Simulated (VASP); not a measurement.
Here is a VASP 6.6.1 calculation.

The input INCAR:

```
SYSTEM = BeB2
  PREC = Accurate
  ENCUT = 520
  EDIFF = 1E-7
  ISMEAR = -1
  SIGMA = 0.15
  LREAL = .FALSE.
  LASPH = .TRUE.
  NELM = 100
  ALGO = Normal
  ISIF = 2
  LWAVE = .FALSE.
  LCHARG = .FALSE.
  GGA = CA
  NBANDS = 11
```

Contents of KPOINTS:

```
Automatic mesh
0
Gamma
  9 9 8
  0 0 0.5
```

Contents of POSCAR:

```
BeB2
1.0
    2.8634894807     -0.0000000028      0.0000000000
   -1.4317447379      2.4798546352      0.0000000000
    0.0000000000      0.0000000000      2.7577767203
Be B
1 2
Direct
    0.0000000000      0.0000000000      0.0000000000
    0.3333333333      0.6666666667      0.5000000000
    0.6666666667      0.3333333333      0.5000000000
```

Potentials or basis: VASP PAW LDA potentials, release 64 (Be, B).

Run with:

```bash
$ cat potpaw_LDA.64/Be/POTCAR potpaw_LDA.64/B/POTCAR > POTCAR
$ mpirun -np 1 vasp_std > vasp.out
```

Question: Predict the pressure.

Answer: 10.4 GPa.

Question: What does it give for the band gap on the k mesh?

Answer: Zero (band 4 reaches 11.71 eV, above the bottom of band 5 at 4.09 eV).

Stress tensor (GPa, compression positive):
```
10.51  0.00  0.00
 0.00 10.51  0.00
 0.00  0.00 10.24
```
